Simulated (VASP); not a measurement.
# Ga2Cl3 (P-3m1) in VASP: further runs

The runs below take Ga2Cl3 through single point, relaxation of cell and atoms, with PBE.

All numbers are computed with VASP 6.6.1; they aren't measurements. Logs are shortened: lines on timing, memory, paths and dates and some standing lists are left out, and cuts for length are marked.

### 1 The cell of the first run

Symmetry: P-3m1, No. 164, trigonal system. Conventional cell: a = 4.151 Å, b = 4.151 Å, c = 9.542 Å, α = 90.00°, β = 90.00°, γ = 120.00°. Within 3.5 Å of Ga (site symmetry 3m) lie 6 Cl at 2.69 to 2.94 Å. Cl (site symmetry -3m) has 6 Ga at 2.94 Å and 6 Cl at 3.78 Å within 3.9 Å. Cl (site symmetry 3m) has 3 Ga at 2.69 Å within 3.5 Å.

### 2 Single point, PBE

File INCAR:

```
SYSTEM = Ga2Cl3
ALGO = Normal
EDIFF = 1E-6
ENCUT = 520
GGA = PE
ISIF = 2
ISMEAR = 0
LASPH = .True.
LCHARG = .False.
LREAL = .False.
LWAVE = .False.
NBANDS = 32
NELM = 60
PREC = Accurate
SIGMA = 0.1
```

File KPOINTS:

```
k-points
0
Gamma
  12 12 4
  0 0 0
```

File POSCAR:

```
Ga2Cl3
1.0
    4.1508516712      0.0000000000      0.0000000000
   -2.0754258356      3.5947429946      0.0000000000
    0.0000000000      0.0000000000      9.5416647646
Ga Cl
2 3
Direct
    0.3333333333      0.6666666667      0.1784266583
    0.6666666667      0.3333333333      0.8215733417
    0.0000000000      0.0000000000      0.0000000000
    0.3333333333      0.6666666667      0.6942268829
    0.6666666667      0.3333333333      0.3057731171
```

Potentials or basis: VASP PAW PBE potentials, release 64 (Ga_d, Cl).

The run is started by

```console
cat potpaw_PBE.64/Ga_d/POTCAR potpaw_PBE.64/Cl/POTCAR > POTCAR
mpirun -np 1 vasp_std > vasp.out
```

OUTCAR:

```text
SYSTEM = Ga2Cl3
   EDIFF = 1E-6
   ENCUT = 520
   GGA = PE
   ISIF = 2
   ISMEAR = 0
   LASPH = .True.
   LREAL = .False.
   NELM = 60
   PREC = Accurate

 ion  position               nearest neighbor table
   1  0.333  0.667  0.178-   5 2.69   5 2.69   5 2.69
   2  0.667  0.333  0.822-   4 2.69   4 2.69   4 2.69
   3  0.000  0.000  0.000-
   4  0.333  0.667  0.694-   2 2.69   2 2.69   2 2.69
   5  0.667  0.333  0.306-   1 2.69   1 2.69   1 2.69

  LATTYP: Found a hexagonal cell.
 ALAT       =     4.1508516712
 C/A-ratio  =     2.2987245800

  Lattice vectors:

 A1 = (   4.1508516712,   0.0000000000,   0.0000000000)
 A2 = (  -2.0754258356,   3.5947429946,   0.0000000000)
 A3 = (   0.0000000000,   0.0000000000,   9.5416647646)

Analysis of symmetry for initial positions (statically):
=====================================================================
 Subroutine PRICEL returns:
 Original cell was already a primitive cell.

 Routine SETGRP: Setting up the symmetry group for a
 hexagonal supercell.

 Subroutine GETGRP returns: Found 12 space group operations
 (whereof 12 operations were pure point group operations)
 out of a pool of 24 trial point group operations.

The static configuration has the point symmetry D_3d.

Analysis of symmetry for dynamics (positions and initial velocities):
=====================================================================
 Subroutine PRICEL returns:
 Original cell was already a primitive cell.

 Routine SETGRP: Setting up the symmetry group for a
 hexagonal supercell.

 Subroutine GETGRP returns: Found 12 space group operations
 (whereof 12 operations were pure point group operations)
 out of a pool of 24 trial point group operations.

The dynamic configuration has the point symmetry D_3d.

 Subroutine INISYM returns: Found 12 space group operations
 (whereof 12 operations are pure point group operations),
 and found     1 'primitive' translations

----------------------------------------------------------------------------------------

                                     Primitive cell

  volume of cell :     142.3735

  direct lattice vectors                    reciprocal lattice vectors
     4.150851671  0.000000000  0.000000000     0.240914414  0.139092002  0.000000000
    -2.075425836  3.594742995  0.000000000     0.000000000  0.278184004  0.000000000
     0.000000000  0.000000000  9.541664765     0.000000000  0.000000000  0.104803514

  length of vectors
     4.150851671  4.150851671  9.541664765     0.278184004  0.278184004  0.104803514

  position of ions in fractional coordinates (direct lattice)
     0.333333333  0.666666667  0.178426658
     0.666666667  0.333333333  0.821573342
     0.000000000  0.000000000  0.000000000
     0.333333333  0.666666667  0.694226883
     0.666666667  0.333333333  0.305773117

  ion indices of the primitive-cell ions
   primitive index   ion index
                 1           1
                 2           2
                 3           3
                 4           4
                 5           5

----------------------------------------------------------------------------------------

 KPOINTS: k-points

Automatic generation of k-mesh.
 Grid dimensions read from file:
 generate k-points for:   12   12    4

 Generating k-lattice:

  Cartesian coordinates                     Fractional coordinates (reciprocal lattice)
     0.020076201  0.011591000  0.000000000     0.083333333  0.000000000  0.000000000
     0.000000000  0.023182000  0.000000000     0.000000000  0.083333333  0.000000000
     0.000000000  0.000000000  0.026200879     0.000000000  0.000000000  0.250000000

  Length of vectors
     0.023182000  0.023182000  0.026200879

  Shift w.r.t. Gamma in fractional coordinates (k-lattice)
     0.000000000  0.000000000  0.000000000

 Subroutine IBZKPT returns following result:
 ===========================================

 Found     69 irreducible k-points:

 Following reciprocal coordinates:
            Coordinates               Weight
  0.000000  0.000000  0.000000      1.000000
  0.083333  0.000000  0.000000      6.000000
  0.166667  0.000000  0.000000      6.000000
  0.250000  0.000000  0.000000      6.000000
  0.333333 -0.000000  0.000000      6.000000
  0.416667  0.000000  0.000000      6.000000
[... 16 lines left out ...]
  0.166667  0.000000  0.250000      6.000000
  0.000000  0.166667  0.250000      6.000000
 [... further k-points ...]
   k-points           NKPTS =     69   k-points in BZ     NKDIM =     69   number of bands    NBANDS=     32
   number of dos      NEDOS =    301   number of ions     NIONS =      5
   total plane-waves  NPLWV =  73728
   dimension x,y,z NGX =    32 NGY =   32 NGZ =   72
   dimension x,y,z NGXF=    64 NGYF=   64 NGZF=  144
   ions per type =               2   3
   NGX,Y,Z   is equivalent  to a cutoff of  12.82, 12.82, 12.54 a.u.
   NGXF,Y,Z  is equivalent  to a cutoff of  25.63, 25.63, 25.09 a.u.
 SYSTEM =  Ga2Cl3
   PREC   = accura    normal or accurate (medium, high low for compatibility)
   ISTART =      0    job   : 0-new  1-cont  2-samecut
   ICHARG =      2    charge: 1-file 2-atom 10-const
   ISPIN  =      1    spin polarized calculation?
   LNONCOLLINEAR =      F non collinear calculations
   LSORBIT =      F    spin-orbit coupling
   LASPH  =      T    aspherical Exc in radial PAW
   ENCUT  =  520.0 eV  38.22 Ry    6.18 a.u.   7.72  7.72 17.74*2*pi/ulx,y,z
   NELM   =     60;   NELMIN=  2; NELMDL= -5     # of ELM steps
   EDIFF  = 0.1E-05   stopping-criterion for ELM
   LREAL  =      F    real-space projection
   EDIFFG = 0.1E-04   stopping-criterion for IOM
   NSW    =      0    number of steps for IOM
   IBRION =     -1    ionic relax: 0-MD 1-quasi-New 2-CG
   NFREE  =      0    steps in history (QN), initial steepest desc. (CG)
   ISIF   =      2    stress and relaxation
   ISYM   =      2    0-nonsym 1-usesym 2-fastsym
   POTIM  = 0.5000    time-step for ionic-motion
   TEBEG  =    0.0;   TEEND  =   0.0 temperature during run
   PSTRESS=    0.0 pullay stress
   NELECT =      47.0000    total number of electrons
   NUPDOWN=      -1.0000    fix difference up-down
   EMIN   =  10.00;   EMAX   =-10.00  energy-range for DOS
   EFERMI =   0.00;   METHOD = LEGACY
   ISMEAR =     0;   SIGMA  =   0.10  broadening in eV -4-tet -1-fermi 0-gaus
   EFERMI_NEDOS =   21; number of points for ismear=-14 and -15
   IALGO  =     38    algorithm
   IMIX   =      4    mixing-type and parameters
     AMIX     =   0.40;   BMIX     =  1.00
     AMIX_MAG =   1.60;   BMIX_MAG =  1.00
  volume/ion in A,a.u.               =      28.47       192.16
  Fermi-wavevector in a.u.,A,eV,Ry     =   1.131439  2.138109 17.417547  1.280154
  Thomas-Fermi vector in A             =   2.268138
   LORBIT       =      0    0 simple, 1 ext, 2 COOP (PROOUT), +10 PAW based schemes
   GGA     = PE    functional components
   LHFCALC =     F    Hartree Fock is set to
   AEXX    =    0.0000 exact exchange contribution
   IVDW    =     0    specifies the selected vdW correction
   LEPSILON=     F    determine dielectric tensor
   LRPA    =     F    only Hartree local field effects (RPA)
 non-spin polarized calculation
 Gauss-broadening in eV      SIGMA  =   0.10
  energy-cutoff  :      520.00
  volume of cell :      142.37
 maximum number of plane-waves:      3881
 NGX is ok and might be reduce to    32
   NGX = 15   NGY = 15   NGZ = 35

 number of electron      46.9999991 magnetization

 Free energy of the ion-electron system (eV)
  ---------------------------------------------------
  ext. energy  EPLUGINS =         0.00000000
  ---------------------------------------------------
  free energy    TOTEN  =       -14.63133961 eV

  energy without entropy =      -14.61462051  energy(sigma->0) =      -14.62298006

 E-fermi :   1.2165     XC(G=0):  -8.0552

 val. band max:        1.2154818063   @ k =   0.2500   0.1667   0.2500
 cond. band min:       1.2180493632   @ k =   0.3333  -0.0000   0.0000
 fundamental gap:      0.0025675569
 Fermi energy:         1.2165253542

 k-point     1 :       0.0000    0.0000    0.0000
  band No.  band energies     occupation
      1     -14.2350      2.00000
      2     -13.7899      2.00000
      3     -13.6705      2.00000
      4     -13.0108      2.00000
      5     -13.0108      2.00000
      6     -13.0057      2.00000
[... 24 lines left out ...]
     31       7.9038      0.00000
     32       9.5184      0.00000

 k-point     2 :       0.0833    0.0000    0.0000
  band No.  band energies     occupation
      1     -14.2162      2.00000
      2     -13.7859      2.00000
      3     -13.6833      2.00000
      4     -13.0101      2.00000
      5     -13.0052      2.00000
      6     -13.0039      2.00000
[... 24 lines left out ...]
     31       8.0242      0.00000
     32       9.2446      0.00000

 k-point     3 :       0.1667    0.0000    0.0000
  band No.  band energies     occupation
      1     -14.1645      2.00000
      2     -13.7759      2.00000
      3     -13.7130      2.00000
      4     -13.0084      2.00000
      5     -13.0039      2.00000
      6     -13.0007      2.00000
[... 24 lines left out ...]
     31       8.1084      0.00000
     32       8.7402      0.00000

 k-point     4 :       0.2500    0.0000    0.0000
  band No.  band energies     occupation
      1     -14.0954      2.00000
      2     -13.7656      2.00000
      3     -13.7404      2.00000
      4     -13.0072      2.00000
      5     -13.0022      2.00000
      6     -12.9987      2.00000
[... 654 lines left out ...]
     31       8.1215      0.00000
     32       9.2523      0.00000

 k-point    23 :       0.1667    0.0000    0.2500
  band No.  band energies     occupation
      1     -14.1619      2.00000
      2     -13.7929      2.00000
      3     -13.6989      2.00000
      4     -13.0084      2.00000
      5     -13.0039      2.00000
      6     -13.0007      2.00000
[... 24 lines left out ...]
     31       8.1551      0.00000
     32       8.7626      0.00000

 k-point    24 :       0.0000    0.1667    0.2500
  band No.  band energies     occupation
      1     -14.1621      2.00000
      2     -13.7906      2.00000
      3     -13.7011      2.00000
      4     -13.0084      2.00000
      5     -13.0039      2.00000
      6     -13.0007      2.00000
[... 24 lines left out ...]
     31       8.1954      0.00000
     32       8.7158      0.00000

 [... further k-points ...]

------------------------ aborting loop because EDIFF is reached ----------------------------------------

  FORCE on cell =-STRESS in cart. coord.  units (eV):
  Direction    XX          YY          ZZ          XY          YZ          ZX
  --------------------------------------------------------------------------------------
  -------------------------------------------------------------------------------------
  Total       -0.0232730     -0.0232730     -0.0277981     -0.0000000     -0.0000000      0.0000000
  in kB       -0.2618992     -0.2618992     -0.3128215     -0.0000000     -0.0000000      0.0000000
  external PRESSURE =      -0.2788733 kB  Pullay stress =       0.0000000 kB

 VOLUME and BASIS-vectors are now :
 -----------------------------------------------------------------------------
  energy-cutoff  :      520.00
  volume of cell :      142.37
      direct lattice vectors                 reciprocal lattice vectors
     4.150851671  0.000000000  0.000000000     0.240914414  0.139092002  0.000000000
    -2.075425836  3.594742995  0.000000000     0.000000000  0.278184004  0.000000000
     0.000000000  0.000000000  9.541664765     0.000000000  0.000000000  0.104803514

 POSITION                                       TOTAL-FORCE (eV/Angst)
 -----------------------------------------------------------------------------------
     -0.00000      2.39650      1.70249        -0.000000     -0.000000     -0.003498
      2.07543      1.19825      7.83918         0.000000      0.000000      0.003498
      0.00000      0.00000      0.00000         0.000000      0.000000      0.000000
     -0.00000      2.39650      6.62408         0.000000     -0.000000     -0.006497
      2.07543      1.19825      2.91758        -0.000000      0.000000      0.006497
 -----------------------------------------------------------------------------------
    total drift:                                0.000000     -0.000000      0.000000

  FREE ENERGIE OF THE ION-ELECTRON SYSTEM (eV)
  ---------------------------------------------------
  free  energy   TOTEN  =       -14.6313396126 eV

  energy  without entropy=      -14.6146205130  energy(sigma->0) =      -14.62298006
```

It took 7.8 min on 1 thread of Intel Xeon 8259CL, shared host; peak memory 0.41 GiB.

What came out:

| Quantity | Value |
| --- | --- |
| Free energy | -14.6313 eV |
| Pressure | 0.0 GPa |
| Largest force | 0.006 eV/Å |
| Band gap on the k mesh | zero (an odd number of electrons rules out a gap without spin polarisation) |

Forces on the atoms (eV/Å):
```
Ga   0.000  0.000 -0.003
Ga   0.000  0.000  0.003
Cl   0.000  0.000  0.000
Cl   0.000  0.000 -0.006
Cl   0.000  0.000  0.006
```

Caveat: this functional lacks dispersion, which binds layers or chains, so the pressure and a relaxed spacing across them are unreliable; an odd number of electrons without spin polarisation forces a metal; a magnetic or distorted state may lie lower.

### 3 Relaxation of cell and atoms, PBE

This run uses another cell than the first one, of 22.07 Å³/atom.

File INCAR:

```
PREC     = Accurate       # precision mode
ENCUT    = 600            # plane-wave cutoff, eV
EDIFF    = 1E-7           # SCF threshold, eV
ISMEAR   = 0              # smearing method
SIGMA    = 0.1            # smearing width, eV
LREAL    = F              # projectors in reciprocal space
LASPH    = T              # aspherical terms in the spheres
NELM     = 80             # most SCF steps
ALGO     = Normal         # electronic algorithm
ISIF     = 3              # what is computed and relaxed
LWAVE    = F              # write WAVECAR
LCHARG   = F              # write CHGCAR
GGA      = PE             # functional
IBRION   = 2              # ionic algorithm
NSW      = 90             # ionic steps
EDIFFG   = -0.04          # ionic threshold
```

File KPOINTS:

```
regular mesh
0
Gamma
  6 6 4
```

File POSCAR:

```
Ga2Cl3
1.0
    4.3425317317      0.0000000000      0.0000000000
   -2.1712658658      3.7607427963      0.0000000000
    0.0000000000      0.0000000000      6.7562739886
Ga Cl
2 3
Direct
    0.3333333333      0.6666666667      0.2450000000
    0.6666666667      0.3333333333      0.7550000000
    0.0000000000      0.0000000000      0.0000000000
    0.3333333333      0.6666666667      0.6450000000
    0.6666666667      0.3333333333      0.3550000000
```

Potentials or basis: VASP PAW PBE potentials, release 64 (Ga_d, Cl).

The run is started by

```console
cat potpaw_PBE.64/Ga_d/POTCAR potpaw_PBE.64/Cl/POTCAR > POTCAR
mpirun -np 1 vasp_std > vasp.out
```

It took 50 min on 1 thread of Intel Xeon 8259CL, shared host; peak memory 0.31 GiB.

Results (log left out):

```yaml
Free_energy: -14.6097 eV
Relaxed_volume: 28.69 Å³/atom
Relaxed_cell: a = 4.148 Å, b = 4.148 Å, c = 9.624 Å, α = 90.00°, β = 90.00°, γ = 120.00°
Space_group_after_relaxing_to_0.1_Å: P-3m1 (No. 164)
Energy_gained_by_relaxing: 117.4 meV/atom
Ionic_steps: 22
Pressure_after_relaxing: 0.0 GPa
Largest_force_after_relaxing: 0.027 eV/Å
Band_gap_on_the_k_mesh: zero (an odd number of electrons rules out a gap without spin polarisation)
```

Forces on the atoms (eV/Å):
```
Ga   0.000  0.000  0.027
Ga   0.000  0.000 -0.027
Cl   0.000  0.000  0.000
Cl   0.000  0.000 -0.007
Cl   0.000  0.000  0.007
```

The path:
| step | energy change (eV) | largest force (eV/Å) | pressure (GPa) | volume (Å³) |
| --- | --- | --- | --- | --- |
| 1 | 0.0000 | 0.7495 | 5.59 | 110.34 |
| 2 | -0.2785 | 0.3125 | 0.73 | 123.11 |
| 3 | -0.2907 | 0.2123 | -0.29 | 127.08 |
| 4 | -0.2907 | 0.2208 | -0.21 | 126.73 |
| 5 | -0.3045 | 0.2143 | -0.17 | 126.43 |
| 6 | -0.3428 | 0.2083 | 0.05 | 125.50 |
| 7 | -0.3982 | 0.2231 | 0.81 | 123.54 |
| 8 | -0.3642 | 0.5039 | 3.55 | 119.21 |
| 9 | -0.4133 | 0.2361 | 1.61 | 122.06 |
| 10 | -0.4228 | 0.2267 | 1.52 | 122.58 |
| 11 | -0.4490 | 0.2116 | 1.26 | 124.13 |
| 12 | -0.4915 | 0.1934 | 0.84 | 127.19 |
| 13 | -0.5385 | 0.0938 | 0.19 | 133.17 |
| 14 | -0.4611 | 0.6422 | -0.56 | 144.55 |
| 15 | -0.5354 | 0.2049 | 0.01 | 135.71 |
| 16 | -0.5469 | 0.1896 | 0.03 | 136.51 |
| 17 | -0.5721 | 0.1426 | 0.14 | 138.76 |
| 18 | -0.5791 | 0.0357 | 0.39 | 142.50 |
| 19 | -0.5835 | 0.0718 | 0.30 | 141.22 |
| 20 | -0.5856 | 0.0729 | -0.20 | 144.09 |
| 21 | -0.5859 | 0.0728 | -0.06 | 143.31 |
| 22 | -0.5869 | 0.0272 | -0.01 | 143.43 |

Final structure:
```
CELL_PARAMETERS angstrom
4.14827 0.00000 0.00000
-2.07414 3.59251 0.00000
0.00000 0.00000 9.62441
ATOMIC_POSITIONS crystal
Ga 0.33333 0.66667 0.17507
Ga 0.66667 0.33333 0.82493
Cl 0.00000 0.00000 0.00000
Cl 0.33333 0.66667 0.69789
Cl 0.66667 0.33333 0.30211
```

Levels at points of the mesh, in eV from the Fermi level:
| k point | band 20 | band 21 | band 22 | band 23 | band 24 | band 25 | band 26 | band 27 | band 28 |
| --- | --- | --- | --- | --- | --- | --- | --- | --- | --- |
| (0.00, 0.00, 0.00) | -2.78 | -2.78 | -2.33 | -1.48 | -0.33 | 2.17 | 4.08 | 4.08 | 4.42 |
| (0.50, 0.00, 0.00) | -3.06 | -2.80 | -2.57 | -1.19 | 0.24 | 3.05 | 4.52 | 4.90 | 5.12 |
| (0.00, 0.00, 0.50) | -2.79 | -2.79 | -2.57 | -1.11 | -0.52 | 2.18 | 4.06 | 4.06 | 4.33 |
| (0.50, 0.00, 0.50) | -3.20 | -2.77 | -2.45 | -1.10 | 0.17 | 2.89 | 4.67 | 4.85 | 5.17 |

Caveat: the volume moved by over 15 % at a fixed basis, so the end points are rough; this functional lacks dispersion, which binds layers or chains, so the pressure and a relaxed spacing across them are unreliable; an odd number of electrons without spin polarisation forces a metal; a magnetic or distorted state may lie lower.
